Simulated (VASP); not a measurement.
## CdS: relaxation of cell and atoms with PBE

Crystal: CdS.

```
Cd S
1.0
     3.64151    0.00000    0.00000
    -1.82076    3.15364    0.00000
     0.00000    0.00000    6.41408
Cd S
2 2
Direct
  0.66667 0.33333 0.51175
  0.33333 0.66667 0.01175
  0.66667 0.33333 0.86525
  0.33333 0.66667 0.36525
```

- Program: VASP 6.6.1
- Task: relaxation of cell and atoms
- Functional: PBE
- Potentials or basis: VASP PAW PBE potentials, release 64 (Cd, S)
- Cutoff: 600 eV
- k mesh: 9 × 9 × 4
- Occupations: gaussian, width 0.02 eV
- Spin: no spin polarisation
- Target pressure: 50 GPa
- Dipole correction: no
- Further INCAR settings: ALGO = Normal; EDIFF = 1e-06; IBRION = 2; EDIFFG = -0.008; NSW = 70; ISIF = 3

```yaml
Relaxed_volume: 16.75 Å³/atom
Relaxed_cell: a = 3.297 Å, b = 3.297 Å, c = 7.121 Å, α = 90.00°, β = 90.00°, γ = 120.00°
Space_group_after_relaxing_to_0.05_Å: P6_3mc (No. 186)
Energy_change_on_relaxing_the_enthalpy_is_what_falls: +415.1 meV/atom
Ionic_steps: 28
Pressure_after_relaxing: 50.0 GPa
Largest_force_after_relaxing: 0.008 eV/Å
Band_gap_on_the_k_mesh: zero (filled and empty bands touch)
```

Forces on the atoms (eV/Å):
```
Cd   0.000  0.000  0.008
Cd   0.000  0.000  0.008
S    0.000  0.000 -0.008
S    0.000  0.000 -0.008
```

Step by step:
| step | energy change (eV) | largest force (eV/Å) | pressure (GPa) | volume (Å³) |
| --- | --- | --- | --- | --- |
| 1 | 0.0000 | 0.1295 | 40.51 | 73.66 |
| 2 | 4.1411 | 0.7180 | 85.85 | 62.63 |
| 3 | 0.8312 | 0.2506 | 49.76 | 70.69 |
| 4 | 0.8698 | 0.2558 | 50.19 | 70.56 |
| 5 | 0.8892 | 0.2833 | 50.16 | 70.43 |
| 6 | 0.9522 | 0.2624 | 49.87 | 69.97 |
| 7 | 1.1562 | 0.3028 | 48.57 | 68.83 |
| 8 | 2.5760 | 3.5262 | 47.28 | 65.78 |
| 9 | 1.2882 | 1.1043 | 47.97 | 68.44 |
| 10 | 1.2965 | 1.0941 | 47.91 | 68.41 |
| 11 | 1.3235 | 1.0686 | 47.67 | 68.29 |
| 12 | 1.3860 | 1.0315 | 47.25 | 68.05 |
| 13 | 1.5460 | 1.0155 | 46.55 | 67.54 |
| 14 | 1.4562 | 1.0253 | 47.02 | 67.82 |
| 15 | 1.4715 | 0.9119 | 47.28 | 67.74 |
| 16 | 1.5236 | 0.5748 | 48.25 | 67.50 |
| 17 | 1.6562 | 0.0923 | 50.39 | 67.03 |
| 18 | 1.6343 | 0.0054 | 50.06 | 67.10 |
| 19 | 1.6318 | 0.0025 | 50.02 | 67.11 |
| 20 | 1.6243 | 0.0058 | 49.88 | 67.14 |
| 21 | 1.6095 | 0.0222 | 49.62 | 67.18 |
| 22 | 1.6183 | 0.0127 | 49.78 | 67.15 |
| 23 | 1.6248 | 0.0158 | 49.79 | 67.13 |
| 24 | 1.6443 | 0.0250 | 50.00 | 67.07 |
| 25 | 1.6495 | 0.0277 | 49.98 | 67.05 |
| 26 | 1.6598 | 0.0325 | 50.10 | 67.02 |
| 27 | 1.6560 | 0.0309 | 50.04 | 67.03 |
| 28 | 1.6603 | 0.0077 | 50.05 | 67.02 |

Final structure:
```
Cd S
1.0
     3.29657    0.00000    0.00000
    -1.64829    2.85491    0.00000
     0.00000    0.00000    7.12102
Cd S
2 2
Direct
  0.66667 0.33333 0.53333
  0.33333 0.66667 0.03333
  0.66667 0.33333 0.84367
  0.33333 0.66667 0.34367
```

Levels at points of the mesh, in eV from the Fermi level:
| k point | band 14 | band 15 | band 16 | band 17 | band 18 | band 19 | band 20 | band 21 | band 22 |
| --- | --- | --- | --- | --- | --- | --- | --- | --- | --- |
| (0.00, 0.00, 0.00) | -3.13 | -0.98 | -0.98 | -0.14 | 0.00 | 0.00 | 4.99 | 5.42 | 6.54 |
| (0.00, 0.00, 0.50) | -6.36 | -0.52 | -0.52 | -0.52 | -0.52 | 3.12 | 3.12 | 5.86 | 5.86 |

Run time: 17 min on 1 thread of Intel(R) Xeon(R) Platinum 8488C (Sapphire Rapids), on a shared host, peak memory 0.25 GiB.

Caveat: the cell is relaxed towards a set pressure, so the enthalpy falls and the energy may rise.
